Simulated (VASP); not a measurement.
Input of a VASP 6.6.1 run:

INCAR

```
ALGO = Normal
EDIFF = 1E-6
ENCUT = 520
GGA = PE
ISIF = 2
ISMEAR = -1
IVDW = 12
LASPH = T
LCHARG = F
LREAL = Auto
LWAVE = F
NBANDS = 98
NELM = 60
PREC = Accurate
SIGMA = 0.05
```

KPOINTS

```
k-points
0
Gamma
  1 1 1
```

POSCAR

```
BH4C2F3
1.0
    7.8987230000      0.0000000000      0.0000000000
    0.0000000000      7.8987230000      0.0000000000
    0.0000000000      0.0000000000      7.8987230000
C H B F
8 16 4 12
Direct
    0.5214580564      0.3917797193      0.1746357376
    0.5574101251      0.5554487877      0.1549584372
    0.1634754624      0.7172620400      0.9571271036
    0.2060048574      0.8344932454      1.0705281603
    0.3915121397      0.1163092590      0.5011285290
    0.3668601391      0.0277564520      0.6424433156
    0.9774944363      0.2486196769      0.0868979377
    0.9883699156      0.2260022771     -0.0795737546
    0.5991458673      0.3106673963      0.2547881765
    0.4106150729      0.3325165929      0.1169879464
    0.6657797278      0.6145933702      0.2167215642
    0.4776737415      0.6360239051      0.0763990300
    0.1318975739      0.5878007865      0.9939334187
    0.1548871520      0.7464939854      0.8224419627
    0.2111182686      0.8067516695      1.2058563161
    0.2370393365      0.9638871313      1.0336768614
    0.4092702392      0.0549509259      0.3783087353
    0.4011035993      0.2540136457      0.5022488347
    0.3635665460     -0.1100647822      0.6428459786
    0.3474716874      0.0900726096      0.7642586027
    0.9123053406      0.3575229859      0.1398939822
    1.0362533628      0.1613381275      0.1763822594
    0.9321054186      0.3141473907     -0.1692518909
    1.0582995458      0.1207546277     -0.1345046942
    0.8281650449      0.9331381363      0.4875676312
    0.6702205947      0.5463836831      0.7006604424
    0.7125330049      0.9594147024      0.0006067836
    0.1026230079      0.5149444925      0.4619967390
    0.8009411112      1.0880565493      0.4316917545
    0.9779989149      0.8912378413      0.5497995813
    0.7070673151      0.8165666594      0.4799535750
    0.5246210182      0.6120883366      0.7494398948
    0.6754884616      0.4267227441      0.5837695200
    0.8138770805      0.5979189597      0.7712337886
    0.5765229601      1.0402351615      0.0563952691
    0.8108140495      0.8787765230      0.1091705411
    0.7412802058      0.9511130273     -0.1641151721
    0.2414210537      0.5983151596      0.5037520652
   -0.0010662107      0.5775329470      0.3459052456
    0.0660655755      0.3694719516      0.5356313907
```

Potentials or basis: VASP PAW PBE potentials, release 64 (C, H, B, F).

The run is started by

```console
$ cat potpaw_PBE.64/C/POTCAR potpaw_PBE.64/H/POTCAR potpaw_PBE.64/B/POTCAR potpaw_PBE.64/F/POTCAR > POTCAR
$ mpirun -np 1 vasp_gam > vasp.out
```

Problem. Estimate the largest force.

Solution. 0.381 eV/Å.

Problem. Predict the dispersion energy per atom.

Solution. -0.045 eV.

Forces in eV/Å, atoms in the order of the input:
```
C    0.023  0.023  0.205
C   -0.032 -0.006 -0.059
C   -0.085 -0.005 -0.032
C   -0.009  0.023  0.044
C    0.096 -0.036 -0.036
C   -0.063  0.049 -0.002
C    0.072  0.052  0.184
C    0.127 -0.012 -0.221
H   -0.012 -0.022 -0.022
H    0.041  0.057 -0.093
H    0.000 -0.088 -0.005
H   -0.005  0.063  0.029
H    0.016  0.034  0.002
H    0.051 -0.005  0.005
H    0.038 -0.001 -0.024
H    0.012 -0.028 -0.009
H    0.012 -0.006  0.072
H   -0.091 -0.003 -0.006
H   -0.038 -0.038 -0.029
H    0.094  0.022 -0.002
H   -0.142  0.033  0.069
H    0.017 -0.007  0.014
H   -0.016  0.020 -0.001
H   -0.023 -0.108 -0.049
B    0.014 -0.018  0.030
B    0.039  0.023 -0.038
B   -0.108  0.139  0.055
B   -0.007  0.014  0.020
F   -0.061  0.238 -0.087
F    0.245 -0.064  0.080
F   -0.192 -0.168 -0.025
F   -0.254  0.100  0.073
F   -0.029 -0.175 -0.164
F    0.204  0.046  0.114
F   -0.204  0.092  0.075
F    0.208 -0.200  0.225
F    0.056 -0.038 -0.375
F    0.251  0.152  0.051
F   -0.178  0.126 -0.205
F   -0.067 -0.279  0.138
```

Caveat: the k points lie up to 0.80 Å⁻¹ apart.
